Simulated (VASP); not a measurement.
A run of VASP 6.6.1 is set up as follows.

File INCAR:

```
PREC     = Accurate       # precision mode
ENCUT    = 520            # plane-wave cutoff, eV
EDIFF    = 1E-6           # SCF threshold, eV
ISMEAR   = -1             # smearing method
SIGMA    = 0.02           # smearing width, eV
LREAL    = Auto         
LASPH    = T              # aspherical terms in the spheres
NELM     = 100            # most SCF steps
ALGO     = Normal         # electronic algorithm
ISIF     = 2              # what is computed and relaxed
LWAVE    = F              # write WAVECAR
LCHARG   = F              # write CHGCAR
GGA      = PE             # functional
IVDW     = 12             # dispersion correction
NBANDS   = 70             # bands
```

File KPOINTS:

```
regular mesh
0
Gamma
  1 1 1
```

POSCAR

```
Cl
1.0
    8.4343270000      0.0000000000      0.0000000000
    0.0000000000      8.4343270000      0.0000000000
    0.0000000000      0.0000000000      8.4343270000
Cl
16
Direct
    0.9490074583      0.5662967838      0.8773796085
    0.8367370925      0.4439364563      1.0444185602
    0.1330803929     -0.0467029186      0.2483120554
    0.1615989368     -0.0230796647      0.0082160070
    0.3326967711      0.7689514013      0.6039836007
    0.1230899266      0.8823461238      0.6127472129
    0.6014087350      0.9331271109      0.2149781736
    0.7353535472      0.8808238872      0.0265975134
    0.4295114064      0.3260516119      0.4353836958
    0.4431511940      0.1685316953      0.6117149868
    0.8756241981      0.2135521189      0.5156280696
    0.8489228197      0.1387598638      0.7417137241
    0.2851705142      0.3441045748      0.0428714123
    0.3642225624      0.5536642739      0.1317913564
    0.6595562744      0.6016754852      0.5282937717
    0.7153523703      0.8203553963      0.6178819515
```

Potentials or basis: VASP PAW PBE potentials, release 64 (Cl).

Run with:

```console
$ cat potpaw_PBE.64/Cl/POTCAR > POTCAR
$ mpirun -np 1 vasp_gam > vasp.out
```

Task: Estimate the band gap on the k mesh.

Result: 2.43 eV.

Task: Predict the pressure.

Result: -0.6 GPa.

Task: Predict the largest force.

Result: 0.463 eV/Å.

Stress tensor (GPa, compression positive):
```
-0.18 -0.21  0.02
-0.21 -0.61 -0.08
 0.02 -0.08 -1.13
```

Caveat: the k points lie up to 0.74 Å⁻¹ apart.
